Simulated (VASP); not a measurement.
Si2C:

```xyz
3
Lattice="2.6686 0.0000 0.0000 0.0000 2.6686 0.0000 0.0000 0.0000 5.5322" Properties=species:S:1:pos:R:3 pbc="T T T"
Si    1.3343    1.3343    1.5729
Si    1.3343    1.3343    3.9593
C     0.0000    0.0000    0.0000
```

* Program: VASP 6.6.1
* Task: relaxation of cell and atoms
* Functional: PBE
* Potentials or basis: VASP PAW PBE potentials, release 64 (Si, C)
* Cutoff: 600 eV
* k mesh: 6 × 6 × 4
* Occupations: gaussian, width 0.1 eV
* Spin: no spin polarisation

At the start: pressure -9.6 GPa; volume 13.13 Å³/atom.

Problem. How do energy, volume and symmetry change on relaxing?

Solution. Over 17 steps the energy falls by 298.1 meV/atom and the volume is 11.85 Å³/atom (-9.8 %); space group P4/mmm (No. 123, to 0.05 Å).

The path:
```
step  energy change (eV)  largest force (eV/Å)  pressure (GPa)  volume (Å³)
   1              0.0000                1.9466           -9.61        39.40
   2             -0.4831                1.5285            0.41        35.05
   3             -0.6007                0.4268           14.71        31.67
   4             -0.6024                1.1075            8.84        32.69
   5             -0.6086                0.9532           11.10        32.26
   6             -0.7491                1.9875           11.48        33.51
   7             -0.7956                0.1934           10.61        33.13
   8             -0.8058                0.4253           10.40        33.22
   9             -0.8047                0.9499           10.51        33.32
  10             -0.8074                0.6366           10.42        33.27
  11             -0.8682                0.0269           -4.88        37.14
  12             -0.8923                0.1961           -0.18        35.68
  13             -0.8923                0.1891           -0.36        35.73
  14             -0.8935                0.0868           -0.24        35.60
  15             -0.8936                0.0255           -0.27        35.63
  16             -0.8939                0.0156            0.34        35.47
  17             -0.8942                0.0004            0.09        35.54
```

Final structure:
```yaml
crystal:
  lattice:
    - [2.72939, 0.00000, 0.00000]
    - [0.00000, 2.72939, 0.00000]
    - [0.00000, 0.00000, 4.77037]
  atoms:
    - { symbol: Si, position: [0.50000, 0.50000, 0.24161] }
    - { symbol: Si, position: [0.50000, 0.50000, 0.75839] }
    - { symbol: C, position: [0.00000, 0.00000, 0.00000] }
```

Caveat: the k points lie up to 0.38 Å⁻¹ apart in the final cell.
